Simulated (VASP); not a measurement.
# Al2P (Pmmm) in VASP: further runs, part 2 of 2

VASP 6.6.1. The steps go on from the part before.

**3. Single point, PBE**

This run uses another cell than the first one, of 20.21 Å³/atom.

Contents of INCAR:

```
SYSTEM = Al2P
PREC = Accurate
ENCUT = 520
EDIFF = 1E-6
ISMEAR = 0
SIGMA = 0.1
LREAL = .False.
LASPH = .True.
NELM = 60
ALGO = Normal
ISIF = 2
LWAVE = .False.
LCHARG = .False.
GGA = PE
NBANDS = 12
```

Contents of KPOINTS:

```
regular mesh
0
Gamma
  18 12 8
  0 0 0
```

Contents of POSCAR:

```
Al2P
1.0
    2.7562534186      0.0000000000      0.0000000000
    0.0000000000      3.6420220223      0.0000000000
    0.0000000000      0.0000000000      6.0405472199
Al P
2 1
Direct
    0.5000000000      0.0000000000      0.2224811008
    0.5000000000      0.0000000000      0.7775188992
    0.5000000000      0.5000000000      0.5000000000
```

Potentials or basis: VASP PAW PBE potentials, release 64 (Al, P).

Launch:

```bash
$ cat potpaw_PBE.64/Al/POTCAR potpaw_PBE.64/P/POTCAR > POTCAR
$ mpirun -np 1 vasp_std > vasp.out
```

OUTCAR:

```text
SYSTEM = Al2P
   PREC = Accurate
   ENCUT = 520
   EDIFF = 1E-6
   ISMEAR = 0
   LREAL = .False.
   LASPH = .True.
   NELM = 60
   ISIF = 2
   GGA = PE

 ion  position               nearest neighbor table
   1  0.500  0.000  0.222-   3 2.48   3 2.48   2 2.69   2 3.35
   2  0.500  0.000  0.778-   3 2.48   3 2.48   1 2.69   1 3.35
   3  0.500  0.500  0.500-   1 2.48   2 2.48   1 2.48   2 2.48

  LATTYP: Found a simple orthorhombic cell.
 ALAT       =     2.7562534186
 B/A-ratio  =     1.3213668953
 C/A-ratio  =     2.1915790396

  Lattice vectors:

 A1 = (   2.7562534186,   0.0000000000,   0.0000000000)
 A2 = (   0.0000000000,   3.6420220223,   0.0000000000)
 A3 = (   0.0000000000,   0.0000000000,   6.0405472199)

Analysis of symmetry for initial positions (statically):
=====================================================================
 Subroutine PRICEL returns:
 Original cell was already a primitive cell.

 Routine SETGRP: Setting up the symmetry group for a
 simple orthorhombic supercell.

 Subroutine GETGRP returns: Found  8 space group operations
 (whereof  8 operations were pure point group operations)
 out of a pool of  8 trial point group operations.

The static configuration has the point symmetry D_2h.

Analysis of symmetry for dynamics (positions and initial velocities):
=====================================================================
 Subroutine PRICEL returns:
 Original cell was already a primitive cell.

 Routine SETGRP: Setting up the symmetry group for a
 simple orthorhombic supercell.

 Subroutine GETGRP returns: Found  8 space group operations
 (whereof  8 operations were pure point group operations)
 out of a pool of  8 trial point group operations.

The dynamic configuration has the point symmetry D_2h.

 Subroutine INISYM returns: Found  8 space group operations
 (whereof  8 operations are pure point group operations),
 and found     1 'primitive' translations

----------------------------------------------------------------------------------------

                                     Primitive cell

  volume of cell :      60.6370

  direct lattice vectors                    reciprocal lattice vectors
     2.756253419  0.000000000  0.000000000     0.362811341  0.000000000  0.000000000
     0.000000000  3.642022022  0.000000000     0.000000000  0.274572749  0.000000000
     0.000000000  0.000000000  6.040547220     0.000000000  0.000000000  0.165547915

  length of vectors
     2.756253419  3.642022022  6.040547220     0.362811341  0.274572749  0.165547915

  position of ions in fractional coordinates (direct lattice)
     0.500000000  0.000000000  0.222481101
     0.500000000  0.000000000  0.777518899
     0.500000000  0.500000000  0.500000000

  ion indices of the primitive-cell ions
   primitive index   ion index
                 1           1
                 2           2
                 3           3

----------------------------------------------------------------------------------------

 KPOINTS: regular mesh

Automatic generation of k-mesh.
 Grid dimensions read from file:
 generate k-points for:   18   12    8

 Generating k-lattice:

  Cartesian coordinates                     Fractional coordinates (reciprocal lattice)
[... 20 lines left out ...]
  0.166667  0.000000  0.000000      2.000000
  0.222222  0.000000  0.000000      2.000000
  0.277778  0.000000  0.000000      2.000000
[... 16 lines left out ...]
  0.111111  0.166667  0.000000      4.000000
  0.166667  0.166667  0.000000      4.000000
 [... further k-points ...]
   k-points           NKPTS =    350   k-points in BZ     NKDIM =    350   number of bands    NBANDS=     12
   number of dos      NEDOS =    301   number of ions     NIONS =      3
   total plane-waves  NPLWV =  26880
   dimension x,y,z NGX =    20 NGY =   28 NGZ =   48
   dimension x,y,z NGXF=    40 NGYF=   56 NGZF=   96
   ions per type =               2   1
   NGX,Y,Z   is equivalent  to a cutoff of  12.06, 12.78, 13.21 a.u.
   NGXF,Y,Z  is equivalent  to a cutoff of  24.13, 25.56, 26.42 a.u.
 SYSTEM =  Al2P
   PREC   = accura    normal or accurate (medium, high low for compatibility)
   ISTART =      0    job   : 0-new  1-cont  2-samecut
   ICHARG =      2    charge: 1-file 2-atom 10-const
   ISPIN  =      1    spin polarized calculation?
   LNONCOLLINEAR =      F non collinear calculations
   LSORBIT =      F    spin-orbit coupling
   LASPH  =      T    aspherical Exc in radial PAW
   ENCUT  =  520.0 eV  38.22 Ry    6.18 a.u.   5.12  6.77 11.23*2*pi/ulx,y,z
   NELM   =     60;   NELMIN=  2; NELMDL= -5     # of ELM steps
   EDIFF  = 0.1E-05   stopping-criterion for ELM
   LREAL  =      F    real-space projection
   EDIFFG = 0.1E-04   stopping-criterion for IOM
   NSW    =      0    number of steps for IOM
   IBRION =     -1    ionic relax: 0-MD 1-quasi-New 2-CG
   NFREE  =      0    steps in history (QN), initial steepest desc. (CG)
   ISIF   =      2    stress and relaxation
   ISYM   =      2    0-nonsym 1-usesym 2-fastsym
   POTIM  = 0.5000    time-step for ionic-motion
   TEBEG  =    0.0;   TEEND  =   0.0 temperature during run
   PSTRESS=    0.0 pullay stress
   NELECT =      11.0000    total number of electrons
   NUPDOWN=      -1.0000    fix difference up-down
   EMIN   =  10.00;   EMAX   =-10.00  energy-range for DOS
   EFERMI =   0.00;   METHOD = LEGACY
   ISMEAR =     0;   SIGMA  =   0.10  broadening in eV -4-tet -1-fermi 0-gaus
   EFERMI_NEDOS =   21; number of points for ismear=-14 and -15
   IALGO  =     38    algorithm
   IMIX   =      4    mixing-type and parameters
     AMIX     =   0.40;   BMIX     =  1.00
     AMIX_MAG =   1.60;   BMIX_MAG =  1.00
  volume/ion in A,a.u.               =      20.21       136.40
  Fermi-wavevector in a.u.,A,eV,Ry     =   0.926744  1.751292 11.685421  0.858854
  Thomas-Fermi vector in A             =   2.052739
   LORBIT       =      0    0 simple, 1 ext, 2 COOP (PROOUT), +10 PAW based schemes
   GGA     = PE    functional components
   LHFCALC =     F    Hartree Fock is set to
   AEXX    =    0.0000 exact exchange contribution
   IVDW    =     0    specifies the selected vdW correction
   LEPSILON=     F    determine dielectric tensor
   LRPA    =     F    only Hartree local field effects (RPA)
 non-spin polarized calculation
 Gauss-broadening in eV      SIGMA  =   0.10
  energy-cutoff  :      520.00
  volume of cell :       60.64
 maximum number of plane-waves:      1654
   NGX = 11   NGY = 13   NGZ = 23

 number of electron      11.0000000 magnetization

 Free energy of the ion-electron system (eV)
  ---------------------------------------------------
  ext. energy  EPLUGINS =         0.00000000
  ---------------------------------------------------
  free energy    TOTEN  =       -12.32514444 eV

  energy without entropy =      -12.31699712  energy(sigma->0) =      -12.32107078

 E-fermi :   5.7515     XC(G=0):  -9.4067

 val. band max:        5.7458655352   @ k =   0.0556   0.4167   0.2500
 cond. band min:       5.7560921707   @ k =   0.2778   0.0833   0.3750
 fundamental gap:      0.0102266355
 Fermi energy:         5.7514709191

 k-point     1 :       0.0000    0.0000    0.0000
  band No.  band energies     occupation
      1      -7.1174      2.00000
      2      -1.1163      2.00000
      3      -0.4956      2.00000
      4       2.9668      2.00000
      5       6.0720      0.00001
      6       7.5903      0.00000
      7       8.9250      0.00000
      8       9.5203      0.00000
      9      10.0911      0.00000
     10      10.2289      0.00000
     11      12.4611      0.00000
     12      12.5039      0.00000
[... 331 lines left out ...]
 k-point    24 :       0.1667    0.1667    0.0000
  band No.  band energies     occupation
      1      -6.4215      2.00000
      2      -0.3462      2.00000
      3      -0.0670      2.00000
      4       2.0078      2.00000
      5       6.1328      0.00000
      6       6.2021      0.00000
      7       8.2098      0.00000
      8       8.4964      0.00000
      9      10.0130      0.00000
     10      11.5369      0.00000
     11      12.9699      0.00000
     12      13.1253      0.00000

 [... further k-points ...]
[... 5 lines left out ...]
  --------------------------------------------------------------------------------------
  -------------------------------------------------------------------------------------
  Total       -0.0026522     -0.0282471     -0.0268130      0.0000000      0.0000000      0.0000000
  in kB       -0.0700774     -0.7463567     -0.7084636      0.0000000      0.0000000      0.0000000
  external PRESSURE =      -0.5082992 kB  Pullay stress =       0.0000000 kB

 VOLUME and BASIS-vectors are now :
 -----------------------------------------------------------------------------
  energy-cutoff  :      520.00
  volume of cell :       60.64
      direct lattice vectors                 reciprocal lattice vectors
     2.756253419  0.000000000  0.000000000     0.362811341  0.000000000  0.000000000
     0.000000000  3.642022022  0.000000000     0.000000000  0.274572749  0.000000000
     0.000000000  0.000000000  6.040547220     0.000000000  0.000000000  0.165547915

 POSITION                                       TOTAL-FORCE (eV/Angst)
 -----------------------------------------------------------------------------------
      1.37813      0.00000      1.34391         0.000000      0.000000      0.003134
      1.37813      0.00000      4.69664         0.000000     -0.000000     -0.003134
      1.37813      1.82101      3.02027         0.000000     -0.000000      0.000000
 -----------------------------------------------------------------------------------
    total drift:                                0.000000      0.000000      0.000000

  FREE ENERGIE OF THE ION-ELECTRON SYSTEM (eV)
  ---------------------------------------------------
  free  energy   TOTEN  =       -12.3251444421 eV

  energy  without entropy=      -12.3169971184  energy(sigma->0) =      -12.32107078
```

It took 2.4 min on 1 thread of AMD EPYC 7R13 (Zen 3), shared host; peak memory 0.31 GiB.

Results:

```yaml
Free_energy: -12.3251 eV
Pressure: -0.1 GPa
Largest_force: 0.003 eV/Å
Band_gap_on_the_k_mesh: zero (an odd number of electrons rules out a gap without spin polarisation)
```

Forces in eV/Å, atoms in the order of the input:
```
Al   0.000  0.000  0.003
Al   0.000  0.000 -0.003
P    0.000  0.000  0.000
```

**4. Relaxation of cell and atoms, PBE**

This run uses another cell than the first one, of 20.52 Å³/atom.

Contents of INCAR:

```
ALGO     = Normal         # electronic algorithm
EDIFF    = 1E-6           # SCF threshold, eV
EDIFFG   = -0.01          # ionic threshold
ENCUT    = 600            # plane-wave cutoff, eV
GGA      = PE             # functional
IBRION   = 2              # ionic algorithm
ISIF     = 3              # what is computed and relaxed
ISMEAR   = 0              # smearing method
LASPH    = T              # aspherical terms in the spheres
LCHARG   = F              # write CHGCAR
LREAL    = F              # projectors in reciprocal space
LWAVE    = F              # write WAVECAR
NELM     = 80             # most SCF steps
NSW      = 100            # ionic steps
PREC     = Accurate       # precision mode
SIGMA    = 0.1            # smearing width, eV
```

Contents of KPOINTS:

```
k-points
0
Gamma
  18 12 8
```

Contents of POSCAR:

```
Al2P
1.0
    2.6222770074      0.0000000000      0.0000000000
    0.0000000000      3.8818860573      0.0000000000
    0.0000000000      0.0000000000      6.0477168251
Al P
2 1
Direct
    0.5000000000      0.0000000000      0.2303183455
    0.5000000000      0.0000000000      0.7696816545
    0.5000000000      0.5000000000      0.5000000000
```

Launch:

```bash
$ cat potpaw_PBE.64/Al/POTCAR potpaw_PBE.64/P/POTCAR > POTCAR
$ mpirun -np 1 vasp_std > vasp.out
```

It took 16 min on 1 thread of AMD EPYC 7R13 (Zen 3), shared host; peak memory 0.36 GiB.

The run converged. Its results:

- Free energy: -12.3254 eV
- Relaxed volume: 20.19 Å³/atom
- Relaxed cell: a = 2.757 Å, b = 3.638 Å, c = 6.037 Å, α = 90.00°, β = 90.00°, γ = 90.00°
- Space group after relaxing (to 0.1 Å): Pmmm (No. 47)
- Energy gained by relaxing: 29.8 meV/atom
- Ionic steps: 13
- Pressure after relaxing: 0.0 GPa
- Largest force after relaxing: 0.005 eV/Å
- Band gap on the k mesh: zero (an odd number of electrons rules out a gap without spin polarisation)

Forces in eV/Å, atoms in the order of the input:
```
Al   0.000  0.000  0.005
Al   0.000  0.000 -0.005
P    0.000  0.000  0.000
```

The path:
| step | energy change (eV) | largest force (eV/Å) | pressure (GPa) | volume (Å³) |
| --- | --- | --- | --- | --- |
| 1 | 0.0000 | 0.1325 | 0.17 | 61.56 |
| 2 | -0.0596 | 0.1407 | -0.09 | 61.71 |
| 3 | -0.0661 | 0.3275 | -0.01 | 61.75 |
| 4 | -0.0665 | 0.2797 | -0.04 | 61.75 |
| 5 | -0.0748 | 0.1993 | -0.27 | 61.71 |
| 6 | -0.0840 | 0.0407 | -0.65 | 61.63 |
| 7 | -0.0671 | 0.4346 | -1.27 | 61.44 |
| 8 | -0.0852 | 0.0193 | -0.76 | 61.60 |
| 9 | -0.0882 | 0.0027 | 0.49 | 60.15 |
| 10 | -0.0887 | 0.0055 | 0.15 | 60.53 |
| 11 | -0.0895 | 0.0224 | 0.03 | 60.53 |
| 12 | -0.0895 | 0.0237 | 0.02 | 60.53 |
| 13 | -0.0895 | 0.0052 | 0.02 | 60.56 |

Final structure:
```xyz
3
Lattice="2.7572 0.0000 0.0000 0.0000 3.6379 0.0000 0.0000 0.0000 6.0374" Properties=species:S:1:pos:R:3 pbc="T T T"
Al    1.3786    0.0000    1.3421
Al    1.3786    0.0000    4.6953
P     1.3786    1.8190    3.0187
```

Levels at points of the mesh, in eV from the Fermi level:
```csv
k point,band 1,band 2,band 3,band 4,band 5,band 6,band 7,band 8,band 9
"(0.00, 0.00, 0.00)",-12.88,-6.87,-6.25,-2.78,0.34,1.85,3.19,3.75,4.35
"(0.50, 0.00, 0.00)",-9.99,-5.89,-3.65,-2.12,-0.99,-0.94,-0.76,4.10,5.82
"(0.00, 0.50, 0.00)",-11.59,-8.25,-4.69,-4.08,-3.81,-1.38,4.38,6.03,6.58
"(0.50, 0.50, 0.00)",-8.84,-5.02,-4.50,-2.33,-2.29,-0.47,0.56,0.97,2.29
"(0.00, 0.00, 0.50)",-12.80,-8.27,-2.80,-2.72,-2.34,1.40,2.07,3.77,3.94
"(0.50, 0.00, 0.50)",-9.95,-5.75,-4.57,-2.65,-0.74,0.01,1.60,2.98,4.40
"(0.00, 0.50, 0.50)",-11.56,-7.85,-6.22,-5.20,0.56,0.68,1.26,2.01,4.39
"(0.50, 0.50, 0.50)",-8.82,-4.85,-4.47,-2.62,-1.75,-1.41,-1.35,2.20,3.69
```

**5. The runs side by side**

```tsv
task	cell	k mesh	cutoff (eV)	gap on the mesh (eV)	pressure (GPa)	relaxed volume (Å³/atom)	largest force (eV/Å)
relaxation of cell and atoms	relaxed from a = 2.768, b = 3.884, c = 5.818 Å, 3 atoms, atomic positions A	6 × 4 × 4	600	none	0.1	20.48	0.02
single point	a = 2.756, b = 3.642, c = 6.041 Å, 3 atoms, atomic positions B	18 × 12 × 8	520	none	-0.1	-	-
relaxation of cell and atoms	relaxed from a = 2.622, b = 3.882, c = 6.048 Å, 3 atoms, atomic positions C	18 × 12 × 8	600	none	0.0	20.19	0.01
```

Alike in all rows: level PBE; potentials or basis VASP PAW PBE potentials, release 64 (Al, P); no spin polarisation; smearing gaussian 0.1 eV.

Caveats: some runs use coarse meshes.

Total energies depend on the potentials used, so only differences within one code and one set of settings carry meaning.
